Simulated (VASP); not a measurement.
# BaS (Fm-3m) in VASP: single point with PBE

Aim: the single point of BaS with PBE.

All numbers are computed with VASP 6.6.1; they aren't measurements. Logs are shortened: lines on timing, memory, paths and dates and some standing lists are left out, and cuts for length are marked.

## (1) The cell of the first run

Symmetry: Fm-3m, No. 225, cubic system. Conventional cell: a = 6.157 Å, b = 6.157 Å, c = 6.157 Å, α = 90.00°, β = 90.00°, γ = 90.00°. Within 4.1 Å of Ba (site symmetry m-3m) lie 6 S at 3.08 Å. S (site symmetry m-3m) has 6 Ba at 3.08 Å within 4.1 Å.

## (2) Single point, PBE (functional PBE, strained)

Input file INCAR:

```
SYSTEM = BaS
ALGO = Normal
EDIFF = 1E-6
ENCUT = 520
GGA = PE
ISIF = 2
ISMEAR = 0
LASPH = .True.
LCHARG = .False.
LREAL = .False.
LWAVE = .False.
NBANDS = 15
NELM = 80
PREC = Accurate
SIGMA = 0.02
```

Input file KPOINTS:

```
k-points
0
Gamma
  8 8 8
  0 0 0
```

Input file POSCAR:

```
BaS
1.0
    0.0000000000      3.0785514375      3.0785514375
    3.0785514375      0.0000000000      3.0785514375
    3.0785514375      3.0785514375      0.0000000000
Ba S
1 1
Direct
    0.0000000000      0.0000000000      0.0000000000
    0.5000000000      0.5000000000      0.5000000000
```

Potentials or basis: VASP PAW PBE potentials, release 64 (Ba_sv, S).

On the command line:

```
> cat potpaw_PBE.64/Ba_sv/POTCAR potpaw_PBE.64/S/POTCAR > POTCAR
> mpirun -np 1 vasp_std > vasp.out
```

OUTCAR:

```text
SYSTEM = BaS
   EDIFF = 1E-6
   ENCUT = 520
   GGA = PE
   ISIF = 2
   ISMEAR = 0
   LASPH = .True.
   LREAL = .False.
   NELM = 80
   PREC = Accurate

 ion  position               nearest neighbor table
   1  0.000  0.000  0.000-   2 3.08   2 3.08   2 3.08   2 3.08   2 3.08   2 3.08
   2  0.500  0.500  0.500-   1 3.08   1 3.08   1 3.08   1 3.08   1 3.08   1 3.08

  LATTYP: Found a face centered cubic cell.
 ALAT       =     6.1571028750

  Lattice vectors:

 A1 = (   0.0000000000,   3.0785514375,   3.0785514375)
 A2 = (   3.0785514375,   0.0000000000,   3.0785514375)
 A3 = (   3.0785514375,   3.0785514375,   0.0000000000)

Analysis of symmetry for initial positions (statically):
=====================================================================
 Subroutine PRICEL returns:
 Original cell was already a primitive cell.

 Routine SETGRP: Setting up the symmetry group for a
 face centered cubic supercell.

 Subroutine GETGRP returns: Found 48 space group operations
 (whereof 48 operations were pure point group operations)
 out of a pool of 48 trial point group operations.

The static configuration has the point symmetry O_h .

Analysis of symmetry for dynamics (positions and initial velocities):
=====================================================================
 Subroutine PRICEL returns:
 Original cell was already a primitive cell.

 Routine SETGRP: Setting up the symmetry group for a
 face centered cubic supercell.

 Subroutine GETGRP returns: Found 48 space group operations
 (whereof 48 operations were pure point group operations)
 out of a pool of 48 trial point group operations.

The dynamic configuration has the point symmetry O_h .

 Subroutine INISYM returns: Found 48 space group operations
 (whereof 48 operations are pure point group operations),
 and found     1 'primitive' translations

----------------------------------------------------------------------------------------

                                     Primitive cell

  volume of cell :      58.3538

  direct lattice vectors                    reciprocal lattice vectors
     0.000000000  3.078551437  3.078551437    -0.162414048  0.162414048  0.162414048
     3.078551437  0.000000000  3.078551437     0.162414048 -0.162414048  0.162414048
     3.078551437  3.078551437  0.000000000     0.162414048  0.162414048 -0.162414048

  length of vectors
     4.353729195  4.353729195  4.353729195     0.281309382  0.281309382  0.281309382

  position of ions in fractional coordinates (direct lattice)
     0.000000000  0.000000000  0.000000000
     0.500000000  0.500000000  0.500000000

  ion indices of the primitive-cell ions
   primitive index   ion index
                 1           1
                 2           2

----------------------------------------------------------------------------------------

 KPOINTS: k-points

Automatic generation of k-mesh.
 Grid dimensions read from file:
 generate k-points for:    8    8    8

 Generating k-lattice:

  Cartesian coordinates                     Fractional coordinates (reciprocal lattice)
    -0.020301756  0.020301756  0.020301756     0.125000000  0.000000000  0.000000000
     0.020301756 -0.020301756  0.020301756     0.000000000  0.125000000  0.000000000
     0.020301756  0.020301756 -0.020301756     0.000000000  0.000000000  0.125000000

  Length of vectors
     0.035163673  0.035163673  0.035163673

  Shift w.r.t. Gamma in fractional coordinates (k-lattice)
     0.000000000  0.000000000  0.000000000

 Subroutine IBZKPT returns following result:
 ===========================================

 Found     29 irreducible k-points:

 Following reciprocal coordinates:
            Coordinates               Weight
  0.000000  0.000000  0.000000      1.000000
  0.125000  0.000000  0.000000      8.000000
  0.250000  0.000000  0.000000      8.000000
  0.375000  0.000000  0.000000      8.000000
  0.500000  0.000000  0.000000      4.000000
  0.125000  0.125000  0.000000      6.000000
[... 16 lines left out ...]
  0.500000  0.250000  0.125000     48.000000
 -0.375000  0.250000  0.125000     24.000000
 [... further k-points ...]
   k-points           NKPTS =     29   k-points in BZ     NKDIM =     29   number of bands    NBANDS=     15
   number of dos      NEDOS =    301   number of ions     NIONS =      2
   total plane-waves  NPLWV =  32768
   dimension x,y,z NGX =    32 NGY =   32 NGZ =   32
   dimension x,y,z NGXF=    64 NGYF=   64 NGZF=   64
   ions per type =               1   1
   NGX,Y,Z   is equivalent  to a cutoff of  12.22, 12.22, 12.22 a.u.
   NGXF,Y,Z  is equivalent  to a cutoff of  24.44, 24.44, 24.44 a.u.
 SYSTEM =  BaS
   PREC   = accura    normal or accurate (medium, high low for compatibility)
   ISTART =      0    job   : 0-new  1-cont  2-samecut
   ICHARG =      2    charge: 1-file 2-atom 10-const
   ISPIN  =      1    spin polarized calculation?
   LNONCOLLINEAR =      F non collinear calculations
   LSORBIT =      F    spin-orbit coupling
   LASPH  =      T    aspherical Exc in radial PAW
   ENCUT  =  520.0 eV  38.22 Ry    6.18 a.u.   8.10  8.10  8.10*2*pi/ulx,y,z
   NELM   =     80;   NELMIN=  2; NELMDL= -5     # of ELM steps
   EDIFF  = 0.1E-05   stopping-criterion for ELM
   LREAL  =      F    real-space projection
   EDIFFG = 0.1E-04   stopping-criterion for IOM
   NSW    =      0    number of steps for IOM
   IBRION =     -1    ionic relax: 0-MD 1-quasi-New 2-CG
   NFREE  =      0    steps in history (QN), initial steepest desc. (CG)
   ISIF   =      2    stress and relaxation
   ISYM   =      2    0-nonsym 1-usesym 2-fastsym
   POTIM  = 0.5000    time-step for ionic-motion
   TEBEG  =    0.0;   TEEND  =   0.0 temperature during run
   PSTRESS=    0.0 pullay stress
   NELECT =      16.0000    total number of electrons
   NUPDOWN=      -1.0000    fix difference up-down
   EMIN   =  10.00;   EMAX   =-10.00  energy-range for DOS
   EFERMI =   0.00;   METHOD = LEGACY
   ISMEAR =     0;   SIGMA  =   0.02  broadening in eV -4-tet -1-fermi 0-gaus
   EFERMI_NEDOS =   21; number of points for ismear=-14 and -15
   IALGO  =     38    algorithm
   IMIX   =      4    mixing-type and parameters
     AMIX     =   0.40;   BMIX     =  1.00
     AMIX_MAG =   1.60;   BMIX_MAG =  1.00
  volume/ion in A,a.u.               =      29.18       196.90
  Fermi-wavevector in a.u.,A,eV,Ry     =   1.063551  2.009820 15.390110  1.131141
  Thomas-Fermi vector in A             =   2.199040
   LORBIT       =      0    0 simple, 1 ext, 2 COOP (PROOUT), +10 PAW based schemes
   GGA     = PE    functional components
   LHFCALC =     F    Hartree Fock is set to
   AEXX    =    0.0000 exact exchange contribution
   IVDW    =     0    specifies the selected vdW correction
   LEPSILON=     F    determine dielectric tensor
   LRPA    =     F    only Hartree local field effects (RPA)
 non-spin polarized calculation
 Gauss-broadening in eV      SIGMA  =   0.02
  energy-cutoff  :      520.00
  volume of cell :       58.35
 maximum number of plane-waves:      1591
   NGX = 17   NGY = 17   NGZ = 17

 number of electron      15.9999999 magnetization

 Free energy of the ion-electron system (eV)
  ---------------------------------------------------
  ext. energy  EPLUGINS =         0.00000000
  ---------------------------------------------------
  free energy    TOTEN  =        -9.99474923 eV

  energy without entropy =       -9.99474923  energy(sigma->0) =       -9.99474923

 E-fermi :   2.2223     XC(G=0):  -9.0939

 val. band max:        2.0705820605   @ k =   0.0000   0.0000   0.0000
 cond. band min:       3.9519496617   @ k =   0.5000   0.5000   0.0000
 fundamental gap:      1.8813676012
 Fermi energy:         2.2223366756

 k-point     1 :       0.0000    0.0000    0.0000
  band No.  band energies     occupation
      1     -23.6851      2.00000
      2      -8.7186      2.00000
      3      -8.7186      2.00000
      4      -8.7186      2.00000
      5      -8.4684      2.00000
      6       2.0706      2.00000
      7       2.0706      2.00000
      8       2.0706      2.00000
      9       5.9211      0.00000
     10       5.9211      0.00000
     11       5.9211      0.00000
     12       6.2404      0.00000
     13       6.9689      0.00000
     14       6.9689      0.00000
     15      10.9731      0.00000

 k-point     2 :       0.1250    0.0000    0.0000
  band No.  band energies     occupation
      1     -23.6738      2.00000
      2      -9.3031      2.00000
      3      -8.7262      2.00000
      4      -8.7262      2.00000
      5      -7.8719      2.00000
      6       1.6162      2.00000
      7       1.8057      2.00000
      8       1.8057      2.00000
      9       5.9627      0.00000
     10       6.1864      0.00000
     11       6.1864      0.00000
     12       6.8611      0.00000
     13       7.5133      0.00000
     14       7.5133      0.00000
     15      11.6790      0.00000

 k-point     3 :       0.2500    0.0000    0.0000
  band No.  band energies     occupation
      1     -23.6464      2.00000
      2      -9.8857      2.00000
      3      -8.7442      2.00000
      4      -8.7442      2.00000
      5      -7.2569      2.00000
      6       0.7837      2.00000
      7       1.2970      2.00000
      8       1.2970      2.00000
      9       6.2421      0.00000
     10       6.9299      0.00000
     11       6.9299      0.00000
     12       8.1373      0.00000
     13       8.8564      0.00000
     14       8.8564      0.00000
     15      13.2355      0.00000
[... 343 lines left out ...]
 k-point    23 :       0.5000    0.2500    0.1250
  band No.  band energies     occupation
      1     -23.6047      2.00000
      2     -10.0770      2.00000
      3      -8.9955      2.00000
      4      -8.8371      2.00000
      5      -7.1400      2.00000
      6       0.4488      2.00000
      7       0.9872      2.00000
      8       1.5088      2.00000
      9       5.9645      0.00000
     10       8.0903      0.00000
     11       8.5700      0.00000
     12       8.8309      0.00000
     13      10.1113      0.00000
     14      11.5250      0.00000
     15      12.3406      0.00000

 k-point    24 :      -0.3750    0.2500    0.1250
  band No.  band energies     occupation
      1     -23.5955      2.00000
      2     -10.1415      2.00000
      3      -9.0091      2.00000
      4      -8.8752      2.00000
      5      -7.0943      2.00000
      6       0.4088      2.00000
      7       1.0827      2.00000
      8       1.2175      2.00000
      9       6.9102      0.00000
     10       7.1253      0.00000
     11       9.1900      0.00000
     12       9.5975      0.00000
     13      10.5518      0.00000
     14      11.4567      0.00000
     15      12.4130      0.00000

 [... further k-points ...]
[... 5 lines left out ...]
  --------------------------------------------------------------------------------------
  -------------------------------------------------------------------------------------
  Total        2.9520913      2.9520913      2.9520913     -0.0000000      0.0000000      0.0000000
  in kB       81.0533798     81.0533798     81.0533798     -0.0000000      0.0000000      0.0000000
  external PRESSURE =      81.0533798 kB  Pullay stress =       0.0000000 kB

 VOLUME and BASIS-vectors are now :
 -----------------------------------------------------------------------------
  energy-cutoff  :      520.00
  volume of cell :       58.35
      direct lattice vectors                 reciprocal lattice vectors
     0.000000000  3.078551437  3.078551437    -0.162414048  0.162414048  0.162414048
     3.078551437  0.000000000  3.078551437     0.162414048 -0.162414048  0.162414048
     3.078551437  3.078551437  0.000000000     0.162414048  0.162414048 -0.162414048

 POSITION                                       TOTAL-FORCE (eV/Angst)
 -----------------------------------------------------------------------------------
      0.00000      0.00000      0.00000        -0.000000      0.000000     -0.000000
      3.07855      3.07855      3.07855         0.000000     -0.000000      0.000000
 -----------------------------------------------------------------------------------
    total drift:                                0.000000     -0.000000     -0.000000

  FREE ENERGIE OF THE ION-ELECTRON SYSTEM (eV)
  ---------------------------------------------------
  free  energy   TOTEN  =        -9.9947492305 eV

  energy  without entropy=       -9.9947492305  energy(sigma->0) =       -9.99474923
```

Run time: 8.7 s. Hardware: 1 thread of Intel Xeon 6975P-C (Granite Rapids), shared host; peak memory 0.18 GiB.

What came out:

```
Free energy            : -9.9947 eV
Pressure               : 8.1 GPa
Band gap on the k mesh : 1.88 eV, indirect (least direct gap 1.94 eV)
```

Levels at points of the mesh, in eV from the valence-band top:
```
           k point  band 5  band 6  band 7  band 8  band 9  band 10  band 11  band 12
(0.00, 0.00, 0.00)  -10.54    0.00    0.00    0.00    3.85     3.85     3.85     4.17
(0.50, 0.00, 0.00)   -8.74   -2.19   -1.32   -1.32    5.92     6.02     6.72     6.72
(0.50, 0.50, 0.00)  -10.48   -0.36   -0.06   -0.06    1.88     6.20     6.73     8.09
```

Caveat: the cell differs from its parent crystal (functional PBE, strained); spin-orbit coupling is left out, which moves the levels of the heavy elements. A k mesh can miss the band edges.
